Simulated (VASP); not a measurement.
## Si: single point with PBEsol

Si:

```
Si
1.0
     0.00000    2.69843    2.69843
     2.69843    0.00000    2.69843
     2.69843    2.69843    0.00000
Si
2
Direct
  0.25000 0.25000 0.25000
  0.00000 0.00000 0.00000
```

```yaml
Program: VASP 6.6.1
Task: single point
Functional: PBEsol
Potentials_or_basis: VASP PAW PBE potentials, release 64 (Si)
Cutoff: 520 eV
k_mesh: 8 × 8 × 8
Occupations: gaussian, width 0.01 eV
Spin: no spin polarisation
Dipole_correction: no
Further_INCAR_settings: ALGO = Normal; EDIFF = 1e-06; NBANDS = 11
```

| Property | Result |
| --- | --- |
| Pressure | 2.1 GPa |
| Band gap on the k mesh | 0.47 eV, indirect (least direct gap 2.52 eV) |

Levels at points of the mesh, in eV from the valence-band top:
```tsv
k point	band 1	band 2	band 3	band 4	band 5	band 6	band 7	band 8	band 9
(0.00, 0.00, 0.00)	-12.12	0.00	0.00	0.00	2.52	2.52	2.52	3.54	7.70
(0.50, 0.00, 0.00)	-9.72	-7.11	-1.22	-1.22	1.53	3.26	3.26	7.54	10.56
(0.50, 0.50, 0.00)	-7.89	-7.89	-2.92	-2.92	0.55	0.55	10.23	10.23	10.99
```

Run time: 4.6 s on 1 thread of Intel(R) Xeon(R) 6975P-C (Granite Rapids), with other jobs on the host, peak memory 0.14 GiB.

Caveat: the PAW data sets were made with another functional, which shifts forces and pressure a little. A k mesh can miss the band edges.
